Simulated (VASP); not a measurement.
# RbY2S2 in VASP: a series of runs, part 2 of 2

VASP 6.6.1. Earlier steps stand in the parts before.

## Step 5: Relaxation of cell and atoms, PBE

INCAR

```
  ALGO = Normal
  EDIFF = 1E-7
  EDIFFG = -0.01
  ENCUT = 500
  GGA = PE
  GGA_COMPAT = False
  IBRION = 2
  ISIF = 3
  ISMEAR = 0
  LASPH = True
  LCHARG = False
  LREAL = False
  LWAVE = False
  NELM = 120
  NELMIN = 4
  NSW = 100
  PREC = Accurate
  SIGMA = 0.1
```

KPOINTS

```
k-points
0
Gamma
  6 6 8
```

POSCAR

```
RbY2S2
1.0
    6.5320985578      0.0000000000      0.0000000000
    0.0000000000      6.5320985578      0.0000000000
    0.0000000000      0.0000000000      5.1365707701
Rb Y S
1 2 2
Direct
    0.5000000000      0.5000000000      0.0000000000
    0.5000000000      0.0000000000      0.5000000000
    0.0000000000      0.5000000000      0.5000000000
    0.5000000000      0.0000000000      0.0000000000
    0.0000000000      0.5000000000      0.0000000000
```

Potentials or basis: VASP PAW PBE potentials, release 64 (Rb_sv, Y_sv, S).

Started as:

```
$ cat potpaw_PBE.64/Rb_sv/POTCAR potpaw_PBE.64/Y_sv/POTCAR potpaw_PBE.64/S/POTCAR > POTCAR
$ mpirun -np 1 vasp_std > vasp.out
```

OUTCAR:

```text
EDIFF = 1E-7
   EDIFFG = -0.01
   ENCUT = 500
   GGA = PE
   IBRION = 2
   ISIF = 3
   ISMEAR = 0
   LASPH = True
   LREAL = False
   NELM = 120
   NELMIN = 4
   NSW = 100
   PREC = Accurate

 ion  position               nearest neighbor table
   1  0.500  0.500  0.000-   4 3.27   5 3.27   4 3.27   5 3.27   2 4.15   3 4.15   2 4.15   2 4.15
                             2 4.15   3 4.15   3 4.15   3 4.15
   2  0.500  0.000  0.500-   4 2.57   4 2.57   1 4.15   1 4.15   1 4.15   1 4.15
   3  0.000  0.500  0.500-   5 2.57   5 2.57   1 4.15   1 4.15   1 4.15   1 4.15
   4  0.500  0.000  0.000-   2 2.57   2 2.57   1 3.27   1 3.27
   5  0.000  0.500  0.000-   3 2.57   3 2.57   1 3.27   1 3.27

  LATTYP: Found a simple tetragonal cell.
 ALAT       =     6.5320985578
 C/A-ratio  =     0.7863584305

  Lattice vectors:

 A1 = (   6.5320985578,   0.0000000000,   0.0000000000)
 A2 = (   0.0000000000,   6.5320985578,   0.0000000000)
 A3 = (   0.0000000000,   0.0000000000,   5.1365707701)

Analysis of symmetry for initial positions (statically):
=====================================================================
 Subroutine PRICEL returns:
 Original cell was already a primitive cell.

 Routine SETGRP: Setting up the symmetry group for a
 simple tetragonal supercell.

 Subroutine GETGRP returns: Found 16 space group operations
 (whereof 16 operations were pure point group operations)
 out of a pool of 16 trial point group operations.

The static configuration has the point symmetry D_4h.

Analysis of symmetry for dynamics (positions and initial velocities):
=====================================================================
 Subroutine PRICEL returns:
 Original cell was already a primitive cell.

 Routine SETGRP: Setting up the symmetry group for a
 simple tetragonal supercell.

 Subroutine GETGRP returns: Found 16 space group operations
 (whereof 16 operations were pure point group operations)
 out of a pool of 16 trial point group operations.

The dynamic configuration has the point symmetry D_4h.
[... 133 lines left out ...]
   IVDW    =     0    specifies the selected vdW correction
   LEPSILON=     F    determine dielectric tensor
   LRPA    =     F    only Hartree local field effects (RPA)
 conjugate gradient relaxation of ions
 non-spin polarized calculation
 Gauss-broadening in eV      SIGMA  =   0.10
  energy-cutoff  :      500.00
  volume of cell :      219.17
 maximum number of plane-waves:      5600
 NGX is ok and might be reduce to    48
   NGX = 23   NGY = 23   NGZ = 19

--------------------------------------- Ionic step        1  -------------------------------------------

 number of electron      42.9999992 magnetization

 Free energy of the ion-electron system (eV)
  ---------------------------------------------------
  ext. energy  EPLUGINS =         0.00000000
  ---------------------------------------------------
  free energy    TOTEN  =       -25.37319707 eV

  energy without entropy =      -25.35632782  energy(sigma->0) =      -25.36476244

------------------------ aborting loop because EDIFF is reached ----------------------------------------

  FORCE on cell =-STRESS in cart. coord.  units (eV):
  Direction    XX          YY          ZZ          XY          YZ          ZX
  --------------------------------------------------------------------------------------
  -------------------------------------------------------------------------------------
  Total        0.0116327      0.0116327     -0.1960848      0.0000000      0.0000000     -0.0000000
  in kB        0.0850375      0.0850375     -1.4334275      0.0000000      0.0000000     -0.0000000
  external PRESSURE =      -0.4211175 kB  Pullay stress =       0.0000000 kB
[... 65 lines left out ...]
--------------------------------------- Ionic step        3  -------------------------------------------

 number of electron      42.9999992 magnetization

 Free energy of the ion-electron system (eV)
  ---------------------------------------------------
  ext. energy  EPLUGINS =         0.00000000
  ---------------------------------------------------
  free energy    TOTEN  =       -25.37327613 eV

  energy without entropy =      -25.35641318  energy(sigma->0) =      -25.36484466

 E-fermi :   1.1434     XC(G=0):  -7.2025

 val. band max:        1.1010582613   @ k =   0.0000   0.0000   0.0000
 cond. band min:       1.1501253906   @ k =   0.0000   0.0000   0.1250
 fundamental gap:      0.0490671293
 Fermi energy:         1.1434371007

 k-point     1 :       0.0000    0.0000    0.0000
  band No.  band energies     occupation
      1     -42.8772      2.00000
      2     -42.8762      2.00000
      3     -25.8699      2.00000
      4     -22.9546      2.00000
      5     -22.9546      2.00000
      6     -22.8965      2.00000
[... 661 lines left out ...]
     24       1.8651      0.00000
     25       2.1567      0.00000

 [... further k-points ...]

------------------------ aborting loop because EDIFF is reached ----------------------------------------

  FORCE on cell =-STRESS in cart. coord.  units (eV):
  Direction    XX          YY          ZZ          XY          YZ          ZX
  --------------------------------------------------------------------------------------
  -------------------------------------------------------------------------------------
  Total        0.0121667      0.0121667      0.0049445      0.0000000     -0.0000000     -0.0000000
  in kB        0.0890029      0.0890029      0.0361707      0.0000000     -0.0000000     -0.0000000
  external PRESSURE =       0.0713922 kB  Pullay stress =       0.0000000 kB
[... 20 lines left out ...]
  FREE ENERGIE OF THE ION-ELECTRON SYSTEM (eV)
  ---------------------------------------------------
  free  energy   TOTEN  =       -25.3732761323 eV

  energy  without entropy=      -25.3564131816  energy(sigma->0) =      -25.36484466

 reached required accuracy - stopping structural energy minimisation
```

OSZICAR:

```text
N       E                     dE             d eps       ncg     rms          rms(c)
DAV:   1     0.281367657127E+03    0.28137E+03   -0.19244E+04  2588   0.143E+03
DAV:   2     0.493004469457E+00   -0.28087E+03   -0.27822E+03  3307   0.326E+02
DAV:   3    -0.272910703169E+02   -0.27784E+02   -0.27665E+02  3638   0.809E+01
[... 32 lines left out ...]
DAV:   5    -0.253732776635E+02   -0.41143E-06   -0.53873E-06  3673   0.138E-02    0.184E-02
DAV:   6    -0.253732764453E+02    0.12182E-05   -0.26877E-06  3441   0.105E-02    0.360E-03
DAV:   7    -0.253732758114E+02    0.63390E-06   -0.81149E-07  3399   0.340E-03    0.343E-03
DAV:   8    -0.253732760656E+02   -0.25421E-06   -0.11025E-07  1423   0.225E-03    0.529E-04
DAV:   9    -0.253732761323E+02   -0.66714E-07   -0.34500E-08  1325   0.115E-03
   3 F= -.25373276E+02 E0= -.25364845E+02  d E =-.790591E-04
```

It took 17 min on 1 thread of Oxide Virtual Turin-like, shared host; peak memory 0.46 GiB.

What came out:

```
Free energy                           : -25.3733 eV
Relaxed volume                        : 43.80 Å³/atom
Relaxed cell                          : a = 6.532 Å, b = 6.532 Å, c = 5.133 Å, α = 90.00°, β = 90.00°, γ = 90.00°
Space group after relaxing (to 0.1 Å) : P4/mmm (No. 123)
Energy gained by relaxing             : 0.0 meV/atom
Ionic steps                           : 3
Pressure after relaxing               : 0.0 GPa
Band gap on the k mesh                : zero (an odd number of electrons rules out a gap without spin polarisation)
```

Final structure:
```
Rb Y S
1.0
     6.53240    0.00000    0.00000
     0.00000    6.53240    0.00000
     0.00000    0.00000    5.13253
Rb Y S
1 2 2
Direct
  0.50000 0.50000 0.00000
  0.50000 0.00000 0.50000
  0.00000 0.50000 0.50000
  0.50000 0.00000 0.00000
  0.00000 0.50000 0.00000
```

## Step 6: Summary

| task | cell | k mesh | cutoff (eV) | gap on the mesh (eV) | pressure (GPa) |
| --- | --- | --- | --- | --- | --- |
| single point | a = 6.532, b = 6.532, c = 5.137 Å, 5 atoms | 4 × 4 × 4 | 520 | none | -0.1 |
| single point | a = 6.534, b = 6.534, c = 5.134 Å, 5 atoms | 6 × 6 × 8 | 520 | none | 0.0 |
| relaxation of cell and atoms | relaxed from a = 6.532, b = 6.532, c = 5.137 Å, 5 atoms | 6 × 6 × 8 | 500 | none | 0.0 |

Alike in all rows: level PBE; potentials or basis VASP PAW PBE potentials, release 64 (Rb_sv, Y_sv, S); no spin polarisation; smearing gaussian 0.1 eV.

Total energies depend on the potentials used, so only differences within one code and one set of settings carry meaning.

The gap in the log of VASP goes by the Fermi energy; the results here count the filled bands.